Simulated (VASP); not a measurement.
# Au (Pm-3m) in VASP: notebook, part 2 of 3

VASP 6.6.1. Earlier steps stand in the parts before.

**3. Single point, PBEsol (volume scaled by 0.92)**

The input, INCAR:

```
ALGO = Normal
EDIFF = 1E-6
ENCUT = 520
GGA = PS
ISIF = 2
ISMEAR = -1
LASPH = T
LCHARG = F
LREAL = F
LWAVE = F
NBANDS = 12
NELM = 100
PREC = Accurate
SIGMA = 0.1
```

The input, KPOINTS:

```
k-points
0
Gamma
  13 13 13
```

The input, POSCAR:

```
Au
1.0
    2.6204087304      0.0000000000      0.0000000000
    0.0000000000      2.6204087304      0.0000000000
    0.0000000000      0.0000000000      2.6204087304
Au
1
Direct
    0.0000000000      0.0000000000      0.0000000000
```

Potentials or basis: VASP PAW PBE potentials, release 64 (Au).

The run is started by

```
$ cat potpaw_PBE.64/Au/POTCAR > POTCAR
$ mpirun -np 1 vasp_std > vasp.out
```

OUTCAR:

```text
EDIFF = 1E-6
   ENCUT = 520
   GGA = PS
   ISIF = 2
   ISMEAR = -1
   LASPH = T
   LREAL = F
   NELM = 100
   PREC = Accurate

 ion  position               nearest neighbor table
   1  0.000  0.000  0.000-

  LATTYP: Found a simple cubic cell.
 ALAT       =     2.6204087304

  Lattice vectors:

 A1 = (   2.6204087304,   0.0000000000,   0.0000000000)
 A2 = (   0.0000000000,   2.6204087304,   0.0000000000)
 A3 = (   0.0000000000,   0.0000000000,   2.6204087304)

Analysis of symmetry for initial positions (statically):
=====================================================================
 Subroutine PRICEL returns:
 Original cell was already a primitive cell.

 Routine SETGRP: Setting up the symmetry group for a
 simple cubic supercell.

 Subroutine GETGRP returns: Found 48 space group operations
 (whereof 48 operations were pure point group operations)
 out of a pool of 48 trial point group operations.

The static configuration has the point symmetry O_h .

Analysis of symmetry for dynamics (positions and initial velocities):
=====================================================================
 Subroutine PRICEL returns:
 Original cell was already a primitive cell.

 Routine SETGRP: Setting up the symmetry group for a
 simple cubic supercell.

 Subroutine GETGRP returns: Found 48 space group operations
 (whereof 48 operations were pure point group operations)
 out of a pool of 48 trial point group operations.

The dynamic configuration has the point symmetry O_h .

 Subroutine INISYM returns: Found 48 space group operations
 (whereof 48 operations are pure point group operations),
 and found     1 'primitive' translations

----------------------------------------------------------------------------------------

                                     Primitive cell

  volume of cell :      17.9931

  direct lattice vectors                    reciprocal lattice vectors
     2.620408730  0.000000000  0.000000000     0.381619855  0.000000000  0.000000000
     0.000000000  2.620408730  0.000000000     0.000000000  0.381619855  0.000000000
     0.000000000  0.000000000  2.620408730     0.000000000  0.000000000  0.381619855

  length of vectors
     2.620408730  2.620408730  2.620408730     0.381619855  0.381619855  0.381619855

  position of ions in fractional coordinates (direct lattice)
     0.000000000  0.000000000  0.000000000

  ion indices of the primitive-cell ions
   primitive index   ion index
                 1           1

----------------------------------------------------------------------------------------

 KPOINTS: k-points

Automatic generation of k-mesh.
 Grid dimensions read from file:
 generate k-points for:   13   13   13

 Generating k-lattice:

  Cartesian coordinates                     Fractional coordinates (reciprocal lattice)
     0.029355373  0.000000000  0.000000000     0.076923077  0.000000000  0.000000000
     0.000000000  0.029355373  0.000000000     0.000000000  0.076923077  0.000000000
     0.000000000  0.000000000  0.029355373     0.000000000  0.000000000  0.076923077

  Length of vectors
     0.029355373  0.029355373  0.029355373

  Shift w.r.t. Gamma in fractional coordinates (k-lattice)
     0.000000000  0.000000000  0.000000000

 Subroutine IBZKPT returns following result:
 ===========================================

 Found     84 irreducible k-points:

 Following reciprocal coordinates:
            Coordinates               Weight
  0.000000  0.000000  0.000000      1.000000
  0.076923  0.000000  0.000000      6.000000
  0.153846  0.000000  0.000000      6.000000
  0.230769  0.000000  0.000000      6.000000
  0.307692  0.000000  0.000000      6.000000
  0.384615  0.000000  0.000000      6.000000
[... 16 lines left out ...]
  0.307692  0.307692  0.000000     12.000000
  0.384615  0.307692  0.000000     24.000000
 [... further k-points ...]
   k-points           NKPTS =     84   k-points in BZ     NKDIM =     84   number of bands    NBANDS=     12
   number of dos      NEDOS =    301   number of ions     NIONS =      1
   total plane-waves  NPLWV =   8000
   dimension x,y,z NGX =    20 NGY =   20 NGZ =   20
   dimension x,y,z NGXF=    40 NGYF=   40 NGZF=   40
   ions per type =               1
   NGX,Y,Z   is equivalent  to a cutoff of  12.69, 12.69, 12.69 a.u.
   NGXF,Y,Z  is equivalent  to a cutoff of  25.38, 25.38, 25.38 a.u.
 SYSTEM =  unknown system
   PREC   = accura    normal or accurate (medium, high low for compatibility)
   ISTART =      0    job   : 0-new  1-cont  2-samecut
   ICHARG =      2    charge: 1-file 2-atom 10-const
   ISPIN  =      1    spin polarized calculation?
   LNONCOLLINEAR =      F non collinear calculations
   LSORBIT =      F    spin-orbit coupling
   LASPH  =      T    aspherical Exc in radial PAW
   ENCUT  =  520.0 eV  38.22 Ry    6.18 a.u.   4.87  4.87  4.87*2*pi/ulx,y,z
   NELM   =    100;   NELMIN=  2; NELMDL= -5     # of ELM steps
   EDIFF  = 0.1E-05   stopping-criterion for ELM
   LREAL  =      F    real-space projection
   EDIFFG = 0.1E-04   stopping-criterion for IOM
   NSW    =      0    number of steps for IOM
   IBRION =     -1    ionic relax: 0-MD 1-quasi-New 2-CG
   NFREE  =      0    steps in history (QN), initial steepest desc. (CG)
   ISIF   =      2    stress and relaxation
   ISYM   =      2    0-nonsym 1-usesym 2-fastsym
   POTIM  = 0.5000    time-step for ionic-motion
   TEBEG  =    0.0;   TEEND  =   0.0 temperature during run
   PSTRESS=    0.0 pullay stress
   NELECT =      11.0000    total number of electrons
   NUPDOWN=      -1.0000    fix difference up-down
   EMIN   =  10.00;   EMAX   =-10.00  energy-range for DOS
   EFERMI =   0.00;   METHOD = LEGACY
   ISMEAR =    -1;   SIGMA  =   0.10  broadening in eV -4-tet -1-fermi 0-gaus
   EFERMI_NEDOS =   21; number of points for ismear=-14 and -15
   IALGO  =     38    algorithm
   IMIX   =      4    mixing-type and parameters
     AMIX     =   0.40;   BMIX     =  1.00
     AMIX_MAG =   1.60;   BMIX_MAG =  1.00
  volume/ion in A,a.u.               =      17.99       121.42
  Fermi-wavevector in a.u.,A,eV,Ry     =   1.389430  2.625642 26.266263  1.930516
  Thomas-Fermi vector in A             =   2.513462
   LORBIT       =      0    0 simple, 1 ext, 2 COOP (PROOUT), +10 PAW based schemes
   GGA     = PS    functional components
   LHFCALC =     F    Hartree Fock is set to
   AEXX    =    0.0000 exact exchange contribution
   IVDW    =     0    specifies the selected vdW correction
   LEPSILON=     F    determine dielectric tensor
   LRPA    =     F    only Hartree local field effects (RPA)
 non-spin polarized calculation
  energy-cutoff  :      520.00
  volume of cell :       17.99
 maximum number of plane-waves:       496
 NGX is ok and might be reduce to    20
   NGX =  9   NGY =  9   NGZ =  9

 number of electron      11.0000003 magnetization

 Free energy of the ion-electron system (eV)
  ---------------------------------------------------
  ext. energy  EPLUGINS =         0.00000000
  ---------------------------------------------------
  free energy    TOTEN  =        -3.59682425 eV

  energy without entropy =       -3.58266160  energy(sigma->0) =       -3.58974292

 E-fermi :   8.0738     XC(G=0): -12.4397

 val. band max:        8.0645380498   @ k =   0.4615   0.4615   0.4615
 cond. band min:       8.2198440545   @ k =   0.3846   0.2308   0.2308
 fundamental gap:      0.1553060046
 Fermi energy:         8.0738417924

 k-point     1 :       0.0000    0.0000    0.0000
  band No.  band energies     occupation
      1      -0.9673      2.00000
      2       1.4109      2.00000
      3       1.4109      2.00000
      4       6.7109      2.00000
      5       6.7109      2.00000
      6       6.7109      2.00000
      7      22.7019      0.00000
      8      22.7019      0.00000
      9      22.7019      0.00000
     10      28.1896      0.00000
     11      30.8389      0.00000
     12      30.8389      0.00000

 k-point     2 :       0.0769    0.0000    0.0000
  band No.  band energies     occupation
      1      -0.8048      2.00000
      2       1.4381      2.00000
      3       1.5495      2.00000
      4       6.5848      2.00000
      5       6.5848      2.00000
      6       6.7208      2.00000
      7      21.5003      0.00000
      8      22.9801      0.00000
      9      22.9801      0.00000
     10      28.8642      0.00000
     11      30.0858      0.00000
     12      31.5833      0.00000
[... 316 lines left out ...]
 k-point    24 :       0.3846    0.3077    0.0000
  band No.  band energies     occupation
      1       1.9793      2.00000
      2       2.3685      2.00000
      3       5.1571      2.00000
      4       5.2691      2.00000
      5       5.6533      2.00000
      6       7.5513      1.98930
      7      14.2474      0.00000
      8      18.9214      0.00000
      9      23.9334      0.00000
     10      28.5756      0.00000
     11      31.1776      0.00000
     12      31.8017      0.00000

 [... further k-points ...]
[... 5 lines left out ...]
  --------------------------------------------------------------------------------------
  -------------------------------------------------------------------------------------
  Total        1.5230520      1.5230520      1.5230520      0.0000000     -0.0000000      0.0000000
  in kB      135.6182735    135.6182735    135.6182735      0.0000000     -0.0000000      0.0000000
  external PRESSURE =     135.6182735 kB  Pullay stress =       0.0000000 kB

 VOLUME and BASIS-vectors are now :
 -----------------------------------------------------------------------------
  energy-cutoff  :      520.00
  volume of cell :       17.99
      direct lattice vectors                 reciprocal lattice vectors
     2.620408730  0.000000000  0.000000000     0.381619855  0.000000000  0.000000000
     0.000000000  2.620408730  0.000000000     0.000000000  0.381619855  0.000000000
     0.000000000  0.000000000  2.620408730     0.000000000  0.000000000  0.381619855

 POSITION                                       TOTAL-FORCE (eV/Angst)
 -----------------------------------------------------------------------------------
      0.00000      0.00000      0.00000         0.000000      0.000000      0.000000
 -----------------------------------------------------------------------------------
    total drift:                               -0.000000     -0.000000     -0.000000

  FREE ENERGIE OF THE ION-ELECTRON SYSTEM (eV)
  ---------------------------------------------------
  free  energy   TOTEN  =        -3.5968242506 eV

  energy  without entropy=       -3.5826615951  energy(sigma->0) =       -3.58974292
```

OSZICAR:

```text
N       E                     dE             d eps       ncg     rms          rms(c)
DAV:   1     0.487001589161E+02    0.48700E+02   -0.56157E+03  2112   0.812E+02
DAV:   2    -0.329506268660E+01   -0.51995E+02   -0.49186E+02  2368   0.184E+02
DAV:   3    -0.398547532415E+01   -0.69041E+00   -0.69002E+00  2360   0.204E+01
DAV:   4    -0.398810135750E+01   -0.26260E-02   -0.26259E-02  2272   0.143E+00
DAV:   5    -0.398812350081E+01   -0.22143E-04   -0.22143E-04  2384   0.128E-01    0.968E+00
DAV:   6    -0.361961044959E+01    0.36851E+00   -0.10497E+00  2108   0.809E+00    0.633E+00
DAV:   7    -0.360097135509E+01    0.18639E-01   -0.34141E-02  2348   0.150E+00    0.330E+00
DAV:   8    -0.359681971060E+01    0.41516E-02   -0.13450E-03  2256   0.320E-01    0.186E-01
DAV:   9    -0.359682073768E+01   -0.10271E-05   -0.82139E-06  2292   0.233E-02    0.194E-02
DAV:  10    -0.359682428142E+01   -0.35437E-05   -0.12440E-06  2356   0.854E-03    0.179E-03
DAV:  11    -0.359682425065E+01    0.30773E-07   -0.38618E-08  1128   0.145E-03
   1 F= -.35968243E+01 E0= -.35897429E+01  d E =-.141627E-01
```

stdout:

```text
POSCAR found type information on POSCAR Au
 POSCAR found :  1 types and       1 ions
 scaLAPACK will be used
 -----------------------------------------------------------------------------
|                                                                             |
|                                                                             |
|     You enforced a specific xc type in the INCAR file but a different       |
|     I HOPE YOU KNOW WHAT YOU ARE DOING!                                     |
|                                                                             |
 -----------------------------------------------------------------------------

 LDA part: xc-table for (Slater+PW92), standard interpolation
 POSCAR, INCAR and KPOINTS ok, starting setup
 FFT: planning ... GRIDC
 FFT: planning ... GRID_SOFT
 FFT: planning ... GRID
 WAVECAR not read
 entering main loop
```

Run time: 6.3 s. Hardware: 1 thread of AMD EPYC 9R45 (Zen 5), shared host; peak memory 0.1 GiB.

Results:

| Item | Value |
| --- | --- |
| Free energy | -3.5968 eV |
| Pressure | 13.6 GPa |

Caveat: the PAW data sets were made with another functional, which shifts forces and pressure a little; spin-orbit coupling is left out, which moves the levels of the heavy elements.

(Part 2 of 3 ends here.)
